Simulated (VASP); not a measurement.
# Pd (I4/mmm) in VASP: a series of runs, part 2 of 2

VASP 6.6.1.

### 4 Single point, PBE (strain +0.000 along x and y, +0.025 along z)

Input file INCAR:

```
PREC = Accurate ; ENCUT = 520
EDIFF = 1E-6 ; ISMEAR = 0
SIGMA = 0.15 ; LREAL = False
LASPH = True ; NELM = 80
ALGO = Fast ; ISIF = 2
LWAVE = False ; LCHARG = True
GGA = PE ; LELF = True
LVHAR = True ; NBANDS = 11
```

Input file KPOINTS:

```
Automatic mesh
0
Gamma
  20 20 20
```

Input file POSCAR:

```
Pd
1.0
    0.0000000000      1.9449000000      1.9935225000
    1.9449000000      0.0000000000      1.9935225000
    1.9449000000      1.9449000000      0.0000000000
Pd
1
Direct
    0.0000000000      0.0000000000      0.0000000000
```

The run is started by

```sh
$ cat potpaw_PBE.64/Pd/POTCAR > POTCAR
$ mpirun -np 1 vasp_std > vasp.out
```

Run time: 2.2 min. Hardware: 1 thread of Intel Xeon 8259CL, shared host; peak memory 0.22 GiB.

It converged, with:

- Free energy: -5.2268 eV
- Pressure: 2.6 GPa
- Band gap on the k mesh: zero (bands 5 and 6 overlap by 1.61 eV)

Stress tensor (GPa, compression positive):
```
3.07 0.00 0.00
0.00 3.07 0.00
0.00 0.00 1.67
```

Levels at points of the mesh, in eV from the Fermi level:
```
           k point  band 3  band 4  band 5  band 6  band 7  band 8
(0.00, 0.00, 0.00)   -2.66   -2.66   -1.30   -1.07   17.20   21.47
(0.50, 0.00, 0.00)   -2.67   -0.07    0.02    1.07    7.15   16.52
(0.50, 0.50, 0.00)   -0.05    0.27    0.27    3.05   10.12   13.40
(0.50, 0.00, 0.50)   -0.06    0.20    0.36    3.52   10.77   12.88
```

Caveat: the cell differs from its parent crystal (strain +0.000 along x and y, +0.025 along z).

### 5 Single point, PBE (strain +0.025 along x and y, +0.000 along z)

Input file INCAR:

```
  PREC = Accurate
  ENCUT = 520
  EDIFF = 1E-6
  ISMEAR = 0
  SIGMA = 0.15
  LREAL = F
  LASPH = T
  NELM = 100
  ALGO = Fast
  ISIF = 2
  LWAVE = F
  LCHARG = F
  GGA = PE
  NBANDS = 11
```

KPOINTS is that of step 4.

Input file POSCAR:

```
Pd
1.0
    0.0000000000      1.9935225000      1.9449000000
    1.9935225000      0.0000000000      1.9449000000
    1.9935225000      1.9935225000      0.0000000000
Pd
1
Direct
    0.0000000000      0.0000000000      0.0000000000
```

Potentials or basis: VASP PAW PBE potentials, release 64 (Pd).

The run is started by

```sh
$ cat potpaw_PBE.64/Pd/POTCAR > POTCAR
$ mpirun -np 1 vasp_std > vasp.out
```

OUTCAR:

```text
PREC = Accurate
   ENCUT = 520
   EDIFF = 1E-6
   ISMEAR = 0
   LREAL = F
   LASPH = T
   NELM = 100
   ISIF = 2
   GGA = PE

 ion  position               nearest neighbor table
   1  0.000  0.000  0.000-

  LATTYP: Found a body centered tetragonal cell.
 ALAT       =     2.8192665564
 C/A-ratio  =     1.3797205487

  Lattice vectors:

 A1 = (   0.0000000000,  -1.9935225000,  -1.9449000000)
 A2 = (   0.0000000000,   1.9935225000,  -1.9449000000)
 A3 = (   1.9935225000,   0.0000000000,   1.9449000000)

Analysis of symmetry for initial positions (statically):
=====================================================================
 Subroutine PRICEL returns:
 Original cell was already a primitive cell.

 Routine SETGRP: Setting up the symmetry group for a
 body centered tetragonal supercell.

 Subroutine GETGRP returns: Found 16 space group operations
 (whereof 16 operations were pure point group operations)
 out of a pool of 16 trial point group operations.

The static configuration has the point symmetry D_4h.

Analysis of symmetry for dynamics (positions and initial velocities):
[... 172 lines left out ...]
      3       6.3057      2.00000
      4       6.5188      2.00000
      5       7.7531      2.00000
      6       7.9696      2.00000
      7      26.1809      0.00000
      8      30.5017      0.00000
      9      30.5017      0.00000
     10      31.0450      0.00000
     11      35.6884      0.00000
[... 309 lines left out ...]
 k-point    24 :      -0.3500    0.0500    0.0000
  band No.  band energies     occupation
      1       4.2119      2.00000
      2       6.4002      2.00000
      3       6.5311      2.00000
      4       7.7234      2.00000
      5       8.4741      2.00000
      6       9.0896      0.42135
      7      18.9888      0.00000
      8      26.1487      0.00000
      9      29.7470      0.00000
     10      31.0313      0.00000
     11      34.9140      0.00000

 [... further k-points ...]

------------------------ aborting loop because EDIFF is reached ----------------------------------------

  FORCE on cell =-STRESS in cart. coord.  units (eV):
  Direction    XX          YY          ZZ          XY          YZ          ZX
  --------------------------------------------------------------------------------------
  -------------------------------------------------------------------------------------
  Total       -0.1772377     -0.1772377     -0.0802381      0.0000000     -0.0000000     -0.0000000
  in kB      -18.3694909    -18.3694909     -8.3161419      0.0000000     -0.0000000     -0.0000000
  external PRESSURE =     -15.0183746 kB  Pullay stress =       0.0000000 kB

 VOLUME and BASIS-vectors are now :
 -----------------------------------------------------------------------------
  energy-cutoff  :      520.00
  volume of cell :       15.46
      direct lattice vectors                 reciprocal lattice vectors
     0.000000000  1.993522500  1.944900000    -0.250812318  0.250812318  0.257082626
     1.993522500  0.000000000  1.944900000     0.250812318 -0.250812318  0.257082626
     1.993522500  1.993522500  0.000000000     0.250812318  0.250812318 -0.257082626

 POSITION                                       TOTAL-FORCE (eV/Angst)
 -----------------------------------------------------------------------------------
      0.00000      0.00000      0.00000         0.000000      0.000000      0.000000
 -----------------------------------------------------------------------------------
    total drift:                               -0.000000      0.000000      0.000000

  FREE ENERGIE OF THE ION-ELECTRON SYSTEM (eV)
  ---------------------------------------------------
  free  energy   TOTEN  =        -5.2281222228 eV

  energy  without entropy=       -5.1991935735  energy(sigma->0) =       -5.21365790
```

OSZICAR:

```text
N       E                     dE             d eps       ncg     rms          rms(c)
DAV:   1     0.425747571888E+02    0.42575E+02   -0.51434E+03 14150   0.849E+02
DAV:   2    -0.492588786120E+01   -0.47501E+02   -0.45906E+02 15887   0.182E+02
DAV:   3    -0.549605258100E+01   -0.57016E+00   -0.56795E+00 16859   0.212E+01
DAV:   4    -0.549880774097E+01   -0.27552E-02   -0.27548E-02 16854   0.157E+00
DAV:   5    -0.549883984515E+01   -0.32104E-04   -0.32105E-04 18483   0.151E-01    0.679E+00
RMM:   6    -0.523893423263E+01    0.25991E+00   -0.37971E-01 14673   0.570E+00    0.330E+00
RMM:   7    -0.523119055093E+01    0.77437E-02   -0.65295E-03 16424   0.932E-01    0.182E+00
RMM:   8    -0.522812277342E+01    0.30678E-02   -0.79121E-04 16436   0.254E-01    0.851E-02
RMM:   9    -0.522811641336E+01    0.63601E-05   -0.10268E-04 18536   0.860E-02    0.255E-02
RMM:  10    -0.522812151376E+01   -0.51004E-05   -0.27227E-05 18049   0.395E-02    0.428E-03
RMM:  11    -0.522812222278E+01   -0.70902E-06   -0.92588E-06 17819   0.209E-02
   1 F= -.52281222E+01 E0= -.52136579E+01  d E =-.289286E-01
```

It took 1.8 min on 1 thread of Intel Xeon 8259CL, shared host; peak memory 0.23 GiB.

What came out:

```yaml
Free_energy: -5.2281 eV
Pressure: -1.5 GPa
Band_gap_on_the_k_mesh: zero (bands 5 and 6 overlap by 1.51 eV)
```

Caveat: the cell differs from its parent crystal (strain +0.025 along x and y, +0.000 along z).

### 6 Summary

| cell | gap on the mesh (eV) | pressure (GPa) |
| --- | --- | --- |
| a = 2.716, b = 2.716, c = 2.751 Å, angles 59.6, 59.6, 60.8°, 1 atom | none | 13.0 |
| a = 2.787, b = 2.787, c = 2.682 Å, angles 61.2, 61.2, 57.5°, 1 atom | none | 8.1 |
| a = 2.785, b = 2.785, c = 2.751 Å, angles 60.4, 60.4, 59.2°, 1 atom | none | 2.6 |
| a = 2.785, b = 2.785, c = 2.819 Å, angles 59.6, 59.6, 60.8°, 1 atom | none | -1.5 |

Alike in all rows: task single point; level PBE; potentials or basis VASP PAW PBE potentials, release 64 (Pd); no spin polarisation; k mesh 20 × 20 × 20; cutoff (eV) 520; smearing gaussian 0.15 eV.

Caveats: the cell stands under pressure (at least some runs).

Total energies depend on the potentials used, so only differences within one code and one set of settings carry meaning.
